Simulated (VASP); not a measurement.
# Mg3SiO (Pm-3m) in VASP: further runs

Mg3SiO is run at these levels: PBEsol, LDA, r2SCAN, HSE06; tasks: relaxation of cell and atoms, single point.

Program: VASP 6.6.1. These are calculated values, not measurements. Logs are shortened: lines on timing, memory, paths and dates and some standing lists are left out, and cuts for length are marked.

**1. The cell of the first run**

It takes space group Pm-3m (No. 221, cubic). Conventional cell: a = 4.221 Å, b = 4.221 Å, c = 4.221 Å, α = 90.00°, β = 90.00°, γ = 90.00°. Si (site symmetry m-3m) has 12 Mg at 2.98 Å and 8 O at 3.66 Å within 3.9 Å. Within 2.8 Å of O (site symmetry m-3m) lie 6 Mg at 2.11 Å. Mg (site symmetry 4/mmm) has 2 O at 2.11 Å within 2.8 Å.

**2. Relaxation of cell and atoms, PBEsol**

The input, INCAR:

```
SYSTEM = Mg3SiO
PREC = Accurate
ENCUT = 600
EDIFF = 1E-6
ISMEAR = -1
SIGMA = 0.02
LREAL = .FALSE.
LASPH = .TRUE.
NELM = 80
ALGO = Normal
ISIF = 3
LWAVE = .FALSE.
LCHARG = .FALSE.
GGA = PS
IBRION = 2
NSW = 80
EDIFFG = -0.005
```

The input, KPOINTS:

```
Automatic mesh
0
G
  6 6 6
  0 0 0
```

The input, POSCAR:

```
Mg3SiO
1.0
    4.2206344812      0.0000000000      0.0000000000
    0.0000000000      4.2206344812      0.0000000000
    0.0000000000      0.0000000000      4.2206344812
Si O Mg
1 1 3
Direct
    0.0000000000      0.0000000000      0.0000000000
    0.5000000000      0.5000000000      0.5000000000
    0.5000000000      0.5000000000      0.0000000000
    0.5000000000      0.0000000000      0.5000000000
    0.0000000000      0.5000000000      0.5000000000
```

Potentials or basis: VASP PAW PBE potentials, release 64 (Si, O, Mg).

Command:

```sh
$ cat potpaw_PBE.64/Si/POTCAR potpaw_PBE.64/O/POTCAR potpaw_PBE.64/Mg/POTCAR > POTCAR
$ mpirun -np 1 vasp_std > vasp.out
```

OUTCAR:

```text
SYSTEM = Mg3SiO
   PREC = Accurate
   ENCUT = 600
   EDIFF = 1E-6
   ISMEAR = -1
   LREAL = .FALSE.
   LASPH = .TRUE.
   NELM = 80
   ISIF = 3
   GGA = PS
   IBRION = 2
   NSW = 80
   EDIFFG = -0.005

 ion  position               nearest neighbor table
   1  0.000  0.000  0.000-   3 2.98   4 2.98   5 2.98   4 2.98   5 2.98   3 2.98   5 2.98   5 2.98
                             3 2.98   4 2.98   4 2.98   3 2.98
   2  0.500  0.500  0.500-   3 2.11   4 2.11   5 2.11   3 2.11   4 2.11   5 2.11
   3  0.500  0.500  0.000-   2 2.11   2 2.11   4 2.98   5 2.98   1 2.98   4 2.98   5 2.98   1 2.98
                             4 2.98   4 2.98   1 2.98   5 2.98   5 2.98   1 2.98
   4  0.500  0.000  0.500-   2 2.11   2 2.11   3 2.98   5 2.98   1 2.98   3 2.98   1 2.98   3 2.98
                             5 2.98   3 2.98   1 2.98   5 2.98   1 2.98   5 2.98
   5  0.000  0.500  0.500-   2 2.11   2 2.11   3 2.98   4 2.98   1 2.98   3 2.98   1 2.98   4 2.98
                             1 2.98   1 2.98   3 2.98   4 2.98   3 2.98   4 2.98

  LATTYP: Found a simple cubic cell.
 ALAT       =     4.2206344812

  Lattice vectors:

 A1 = (   4.2206344812,   0.0000000000,   0.0000000000)
 A2 = (   0.0000000000,   4.2206344812,   0.0000000000)
 A3 = (   0.0000000000,   0.0000000000,   4.2206344812)

Analysis of symmetry for initial positions (statically):
=====================================================================
 Subroutine PRICEL returns:
 Original cell was already a primitive cell.

 Routine SETGRP: Setting up the symmetry group for a
 simple cubic supercell.

 Subroutine GETGRP returns: Found 48 space group operations
 (whereof 48 operations were pure point group operations)
 out of a pool of 48 trial point group operations.

The static configuration has the point symmetry O_h .

Analysis of symmetry for dynamics (positions and initial velocities):
=====================================================================
 Subroutine PRICEL returns:
 Original cell was already a primitive cell.

 Routine SETGRP: Setting up the symmetry group for a
 simple cubic supercell.

 Subroutine GETGRP returns: Found 48 space group operations
 (whereof 48 operations were pure point group operations)
 out of a pool of 48 trial point group operations.

The dynamic configuration has the point symmetry O_h .

 Subroutine INISYM returns: Found 48 space group operations
 (whereof 48 operations are pure point group operations),
 and found     1 'primitive' translations

----------------------------------------------------------------------------------------

                                     Primitive cell

  volume of cell :      75.1854

  direct lattice vectors                    reciprocal lattice vectors
     4.220634481  0.000000000  0.000000000     0.236931202  0.000000000  0.000000000
     0.000000000  4.220634481  0.000000000     0.000000000  0.236931202  0.000000000
     0.000000000  0.000000000  4.220634481     0.000000000  0.000000000  0.236931202

  length of vectors
     4.220634481  4.220634481  4.220634481     0.236931202  0.236931202  0.236931202

  position of ions in fractional coordinates (direct lattice)
     0.000000000  0.000000000  0.000000000
     0.500000000  0.500000000  0.500000000
     0.500000000  0.500000000  0.000000000
     0.500000000  0.000000000  0.500000000
     0.000000000  0.500000000  0.500000000

  ion indices of the primitive-cell ions
   primitive index   ion index
                 1           1
                 2           2
                 3           3
                 4           4
                 5           5

----------------------------------------------------------------------------------------

 KPOINTS: Automatic mesh

Automatic generation of k-mesh.
 Grid dimensions read from file:
 generate k-points for:    6    6    6

 Generating k-lattice:

  Cartesian coordinates                     Fractional coordinates (reciprocal lattice)
     0.039488534  0.000000000  0.000000000     0.166666667  0.000000000  0.000000000
     0.000000000  0.039488534  0.000000000     0.000000000  0.166666667  0.000000000
     0.000000000  0.000000000  0.039488534     0.000000000  0.000000000  0.166666667

  Length of vectors
     0.039488534  0.039488534  0.039488534

  Shift w.r.t. Gamma in fractional coordinates (k-lattice)
     0.000000000  0.000000000  0.000000000

 Subroutine IBZKPT returns following result:
 ===========================================

 Found     20 irreducible k-points:

 Following reciprocal coordinates:
            Coordinates               Weight
  0.000000  0.000000  0.000000      1.000000
  0.166667  0.000000  0.000000      6.000000
  0.333333  0.000000  0.000000      6.000000
  0.500000  0.000000  0.000000      3.000000
  0.166667  0.166667  0.000000     12.000000
  0.333333  0.166667  0.000000     24.000000
[... 12 lines left out ...]
  0.500000  0.500000  0.333333      6.000000
  0.500000  0.500000  0.500000      1.000000
   k-points           NKPTS =     20   k-points in BZ     NKDIM =     20   number of bands    NBANDS=     12
   number of dos      NEDOS =    301   number of ions     NIONS =      5
   total plane-waves  NPLWV =  46656
   dimension x,y,z NGX =    36 NGY =   36 NGZ =   36
   dimension x,y,z NGXF=    72 NGYF=   72 NGZF=   72
   ions per type =               1   1   3
   NGX,Y,Z   is equivalent  to a cutoff of  14.18, 14.18, 14.18 a.u.
   NGXF,Y,Z  is equivalent  to a cutoff of  28.36, 28.36, 28.36 a.u.
 SYSTEM =  Mg3SiO
   PREC   = accura    normal or accurate (medium, high low for compatibility)
   ISTART =      0    job   : 0-new  1-cont  2-samecut
   ICHARG =      2    charge: 1-file 2-atom 10-const
   ISPIN  =      1    spin polarized calculation?
   LNONCOLLINEAR =      F non collinear calculations
   LSORBIT =      F    spin-orbit coupling
   LASPH  =      T    aspherical Exc in radial PAW
   ENCUT  =  600.0 eV  44.10 Ry    6.64 a.u.   8.43  8.43  8.43*2*pi/ulx,y,z
   NELM   =     80;   NELMIN=  2; NELMDL= -5     # of ELM steps
   EDIFF  = 0.1E-05   stopping-criterion for ELM
   LREAL  =      F    real-space projection
   EDIFFG = -.5E-02   stopping-criterion for IOM
   NSW    =     80    number of steps for IOM
   IBRION =      2    ionic relax: 0-MD 1-quasi-New 2-CG
   NFREE  =      1    steps in history (QN), initial steepest desc. (CG)
   ISIF   =      3    stress and relaxation
   ISYM   =      2    0-nonsym 1-usesym 2-fastsym
   POTIM  = 0.5000    time-step for ionic-motion
   TEBEG  =    0.0;   TEEND  =   0.0 temperature during run
   PSTRESS=    0.0 pullay stress
   NELECT =      16.0000    total number of electrons
   NUPDOWN=      -1.0000    fix difference up-down
   EMIN   =  10.00;   EMAX   =-10.00  energy-range for DOS
   EFERMI =   0.00;   METHOD = LEGACY
   ISMEAR =    -1;   SIGMA  =   0.02  broadening in eV -4-tet -1-fermi 0-gaus
   EFERMI_NEDOS =   21; number of points for ismear=-14 and -15
   IALGO  =     38    algorithm
   IMIX   =      4    mixing-type and parameters
     AMIX     =   0.40;   BMIX     =  1.00
     AMIX_MAG =   1.60;   BMIX_MAG =  1.00
  volume/ion in A,a.u.               =      15.04       101.48
  Fermi-wavevector in a.u.,A,eV,Ry     =   0.977396  1.847010 12.997677  0.955302
  Thomas-Fermi vector in A             =   2.108090
   LORBIT       =      0    0 simple, 1 ext, 2 COOP (PROOUT), +10 PAW based schemes
   GGA     = PS    functional components
   LHFCALC =     F    Hartree Fock is set to
   AEXX    =    0.0000 exact exchange contribution
   IVDW    =     0    specifies the selected vdW correction
   LEPSILON=     F    determine dielectric tensor
   LRPA    =     F    only Hartree local field effects (RPA)
 conjugate gradient relaxation of ions
 non-spin polarized calculation
  energy-cutoff  :      600.00
  volume of cell :       75.19
 maximum number of plane-waves:      2528
 NGX is ok and might be reduce to    36
   NGX = 17   NGY = 17   NGZ = 17

--------------------------------------- Ionic step        1  -------------------------------------------

 number of electron      16.0000007 magnetization

 Free energy of the ion-electron system (eV)
  ---------------------------------------------------
  ext. energy  EPLUGINS =         0.00000000
  ---------------------------------------------------
  free energy    TOTEN  =       -21.37013214 eV

  energy without entropy =      -21.36860854  energy(sigma->0) =      -21.36937034

 E-fermi :   5.3026     XC(G=0):  -9.9365

 val. band max:        5.2653349247   @ k =   0.5000   0.3333   0.0000
 cond. band min:       5.3226913891   @ k =   0.5000   0.5000   0.1667
 fundamental gap:      0.0573564644
 Fermi energy:         5.3026337389

 k-point     1 :       0.0000    0.0000    0.0000
  band No.  band energies     occupation
      1     -14.7828      2.00000
      2      -3.4803      2.00000
      3      -0.8756      2.00000
      4      -0.8756      2.00000
      5      -0.8756      2.00000
      6       4.8907      2.00000
      7       4.8907      2.00000
      8       4.8907      2.00000
      9       5.9250      0.00000
     10       5.9250      0.00000
     11       6.9948      0.00000
     12      11.0103      0.00000

 k-point     2 :       0.1667    0.0000    0.0000
  band No.  band energies     occupation
      1     -14.7655      2.00000
      2      -3.4592      2.00000
      3      -0.8477      2.00000
      4      -0.8404      2.00000
      5      -0.8404      2.00000
      6       3.3270      2.00000
      7       4.8446      2.00000
      8       4.8446      2.00000
      9       6.1217      0.00000
     10       6.7687      0.00000
     11       8.4478      0.00000
     12      10.2556      0.00000
[... 329 lines left out ...]
 POSITION                                       TOTAL-FORCE (eV/Angst)
 -----------------------------------------------------------------------------------
      0.00000      0.00000      0.00000        -0.000000      0.000000      0.000000
      2.09056      2.09056      2.09056         0.000000     -0.000000      0.000000
      2.09056      2.09056      0.00000        -0.000000      0.000000      0.000000
      2.09056     -0.00000      2.09056        -0.000000      0.000000      0.000000
     -0.00000      2.09056      2.09056        -0.000000      0.000000      0.000000
 -----------------------------------------------------------------------------------
    total drift:                                0.000000      0.000000      0.000000

  FREE ENERGIE OF THE ION-ELECTRON SYSTEM (eV)
  ---------------------------------------------------
  free  energy   TOTEN  =       -21.3830187517 eV

  energy  without entropy=      -21.3824110514  energy(sigma->0) =      -21.38271490

--------------------------------------- Ionic step        3  -------------------------------------------

 number of electron      16.0000002 magnetization

 Free energy of the ion-electron system (eV)
  ---------------------------------------------------
  ext. energy  EPLUGINS =         0.00000000
  ---------------------------------------------------
  free energy    TOTEN  =       -21.38310674 eV

  energy without entropy =      -21.38244904  energy(sigma->0) =      -21.38277789

 E-fermi :   5.5307     XC(G=0): -10.0385

 val. band max:        5.4660438040   @ k =   0.5000   0.3333   0.0000
 cond. band min:       5.5806681741   @ k =   0.5000   0.5000   0.1667
 fundamental gap:      0.1146243701
 Fermi energy:         5.5306938006

 k-point     1 :       0.0000    0.0000    0.0000
  band No.  band energies     occupation
      1     -14.7192      2.00000
      2      -3.3754      2.00000
      3      -0.7859      2.00000
      4      -0.7859      2.00000
      5      -0.7859      2.00000
      6       5.1003      2.00000
      7       5.1003      2.00000
      8       5.1003      2.00000
      9       6.1270      0.00000
     10       6.1270      0.00000
     11       7.4287      0.00000
     12      11.2338      0.00000

 k-point     2 :       0.1667    0.0000    0.0000
  band No.  band energies     occupation
      1     -14.7005      2.00000
      2      -3.3593      2.00000
      3      -0.7519      2.00000
      4      -0.7501      2.00000
      5      -0.7501      2.00000
      6       3.5231      2.00000
      7       5.0492      2.00000
      8       5.0492      2.00000
      9       6.3242      0.00000
     10       7.0606      0.00000
     11       8.8156      0.00000
     12      10.5040      0.00000
[... 281 lines left out ...]
 VOLUME and BASIS-vectors are now :
 -----------------------------------------------------------------------------
  energy-cutoff  :      600.00
  volume of cell :       73.23
      direct lattice vectors                 reciprocal lattice vectors
     4.183764088 -0.000000000  0.000000000     0.239019213 -0.000000000  0.000000000
     0.000000000  4.183764088  0.000000000     0.000000000  0.239019213  0.000000000
    -0.000000000 -0.000000000  4.183764088    -0.000000000  0.000000000  0.239019213

 POSITION                                       TOTAL-FORCE (eV/Angst)
 -----------------------------------------------------------------------------------
      0.00000      0.00000      0.00000        -0.000000      0.000000      0.000000
      2.09188      2.09188      2.09188         0.000000     -0.000000      0.000000
      2.09188      2.09188      0.00000        -0.000000      0.000000      0.000000
      2.09188     -0.00000      2.09188        -0.000000      0.000000      0.000000
     -0.00000      2.09188      2.09188        -0.000000      0.000000      0.000000
 -----------------------------------------------------------------------------------
    total drift:                                0.000000      0.000000      0.000000

  FREE ENERGIE OF THE ION-ELECTRON SYSTEM (eV)
  ---------------------------------------------------
  free  energy   TOTEN  =       -21.3831067448 eV

  energy  without entropy=      -21.3824490379  energy(sigma->0) =      -21.38277789

 reached required accuracy - stopping structural energy minimisation
```

Run time: 21 s. Hardware: 1 thread of Intel Xeon 6975P-C (Granite Rapids), shared host; peak memory 0.23 GiB.

Results:

| Item | Value |
| --- | --- |
| Free energy | -21.3831 eV |
| Relaxed volume | 14.65 Å³/atom |
| Relaxed cell | a = 4.184 Å, b = 4.184 Å, c = 4.184 Å, α = 90.00°, β = 90.00°, γ = 90.00° |
| Space group after relaxing (to 0.1 Å) | Pm-3m (No. 221) |
| Energy gained by relaxing | 2.6 meV/atom |
| Ionic steps | 3 |
| Pressure after relaxing | 0.0 GPa |
| Band gap on the k mesh | 0.11 eV (least direct gap 0.60 eV) |

Step by step:
```
step  energy change (eV)  largest force (eV/Å)  pressure (GPa)  volume (Å³)
   1              0.0000                0.0000           -2.07        75.19
   2             -0.0129                0.0000            0.16        73.09
   3             -0.0130                0.0000            0.00        73.23
```

Final structure:
```cif
data_structure
_symmetry_space_group_name_H-M 'P 1'
_symmetry_Int_Tables_number 1
_cell_length_a 4.1838
_cell_length_b 4.1838
_cell_length_c 4.1838
_cell_angle_alpha 90.000
_cell_angle_beta 90.000
_cell_angle_gamma 90.000
_cell_volume 73.23
loop_
_atom_site_label
_atom_site_type_symbol
_atom_site_fract_x
_atom_site_fract_y
_atom_site_fract_z
_atom_site_occupancy
Si1 Si 0.00000 0.00000 0.00000 1
O1 O 0.50000 0.50000 0.50000 1
Mg1 Mg 0.50000 0.50000 0.00000 1
Mg2 Mg 0.50000 0.00000 0.50000 1
Mg3 Mg 0.00000 0.50000 0.50000 1
```

Caveat: the PAW data sets were made with another functional, which shifts forces and pressure a little. A k mesh can miss the band edges.

**3. Relaxation of cell and atoms, LDA**

The input, INCAR:

```
SYSTEM = Mg3SiO
PREC = Accurate ; ENCUT = 600
EDIFF = 1E-7 ; ISMEAR = -1
SIGMA = 0.02 ; LREAL = .False.
LASPH = .True. ; NELM = 60
ALGO = Normal ; ISIF = 3
LWAVE = .False. ; LCHARG = .False.
GGA = CA ; IBRION = 2
NSW = 80 ; EDIFFG = -0.005
```

The input, KPOINTS:

```
Automatic mesh
0
Gamma
  6 6 6
  0 0 0
```

POSCAR is that of step 2.

Potentials or basis: VASP PAW LDA potentials, release 64 (Si, O, Mg).

Command:

```sh
$ cat potpaw_LDA.64/Si/POTCAR potpaw_LDA.64/O/POTCAR potpaw_LDA.64/Mg/POTCAR > POTCAR
$ mpirun -np 1 vasp_std > vasp.out
```

It took 19 s on 1 thread of Intel Xeon 6975P-C (Granite Rapids), shared host; peak memory 0.19 GiB.

Results (log left out):

```yaml
Free_energy: -22.7028 eV
Relaxed_volume: 14.05 Å³/atom
Relaxed_cell: a = 4.126 Å, b = 4.126 Å, c = 4.126 Å, α = 90.00°, β = 90.00°, γ = 90.00°
Space_group_after_relaxing_to_0.1_Å: Pm-3m (No. 221)
Energy_gained_by_relaxing: 17.7 meV/atom
Ionic_steps: 3
Pressure_after_relaxing: 0.0 GPa
Band_gap_on_the_k_mesh: 0.17 eV (least direct gap 0.61 eV)
```

Step by step:
```
step  energy change (eV)  largest force (eV/Å)  pressure (GPa)  volume (Å³)
   1              0.0000                0.0000           -5.39        75.19
   2             -0.0879                0.0000            0.58        69.82
   3             -0.0887                0.0000            0.02        70.24
```

Final structure:
```
Si O Mg
1.0
     4.12605    0.00000    0.00000
     0.00000    4.12605    0.00000
     0.00000    0.00000    4.12605
Si O Mg
1 1 3
Direct
  0.00000 0.00000 0.00000
  0.50000 0.50000 0.50000
  0.50000 0.50000 0.00000
  0.50000 0.00000 0.50000
  0.00000 0.50000 0.50000
```

Levels at points of the mesh, in eV from the valence-band top:
| k point | band 5 | band 6 | band 7 | band 8 | band 9 | band 10 | band 11 | band 12 |
| --- | --- | --- | --- | --- | --- | --- | --- | --- |
| (0.00, 0.00, 0.00) | -6.49 | -0.36 | -0.36 | -0.36 | 0.64 | 0.64 | 2.23 | 5.79 |
| (0.50, 0.00, 0.00) | -5.49 | -4.83 | -0.62 | -0.62 | 1.76 | 3.38 | 4.13 | 4.13 |
| (0.50, 0.50, 0.00) | -6.26 | -2.65 | -2.65 | -0.28 | 0.33 | 2.63 | 3.00 | 3.00 |
| (0.50, 0.50, 0.50) | -6.38 | -3.51 | -3.51 | -3.51 | 1.85 | 1.85 | 1.85 | 4.89 |

A k mesh can miss the band edges.

(Continued in part 2 of 2.)
